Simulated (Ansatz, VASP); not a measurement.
**Two plane-wave programs on AsPH8C4S2O**

```
H P As C S O
1.0
     6.46750    0.02818    0.02763
     3.08060    6.07463   -0.02277
     2.07000    2.69508    9.82720
H P As C S O
16 2 2 8 4 2
Direct
  0.18426 0.49712 0.47109
  0.81574 0.50288 0.52891
  0.37369 0.21955 0.55683
  0.62631 0.78045 0.44317
  0.67101 0.18626 0.36884
  0.32899 0.81374 0.63116
  0.59110 0.45581 0.39555
  0.40890 0.54419 0.60445
  0.42192 0.84798 0.19832
  0.57808 0.15202 0.80168
  0.32369 0.86499 0.04497
  0.67631 0.13501 0.95503
  0.97400 0.05887 0.17634
  0.02600 0.94113 0.82366
  0.06141 0.83518 0.32833
  0.93859 0.16482 0.67167
  0.47065 0.48465 0.18430
  0.52935 0.51535 0.81570
  0.16670 0.39443 0.16436
  0.83330 0.60557 0.83564
  0.31851 0.33259 0.45599
  0.68149 0.66741 0.54401
  0.52592 0.35528 0.36461
  0.47408 0.64472 0.63539
  0.31952 0.79421 0.15581
  0.68048 0.20579 0.84419
  0.07039 0.87367 0.21707
  0.92961 0.12633 0.78293
  0.18568 0.19859 0.39074
  0.81432 0.80141 0.60926
  0.90273 0.75457 0.16761
  0.09727 0.24543 0.83239
  0.69413 0.40190 0.09618
  0.30587 0.59810 0.90382
```

Alike in both runs: functional PBE; dispersion D3(BJ); k mesh 4 × 4 × 2; occupations gaussian, width 0.02 eV; no spin polarisation.

Ansatz relaxed the structure, and its values are those at the end. VASP's run is a single point on that final structure, the one shown.

```csv
,VASP,Ansatz
version,VASP 6.6.1,Ansatz 0.2.0
potentials or method,"VASP PAW PBE potentials, release 64 (H, P, As, C, S, O), cutoff 520 eV","scalar-relativistic, plane waves, PAW"
valence electrons in the cell,104,124
```

```tsv
	VASP	Ansatz	Ansatz less VASP
gap on the k mesh at the Fermi level (eV)	3.03	3.02	-0.013
least direct gap on the mesh (eV)	3.11	3.10	-0.010
pressure (GPa)	-0.1	0.0	+0.12
rms of the force components (eV/Å)	0.028	0.002	-0.0257
```

VASP's potentials hold 104 valence electrons a cell and Ansatz's 124, so a difference there can come from the potentials and not from the codes.
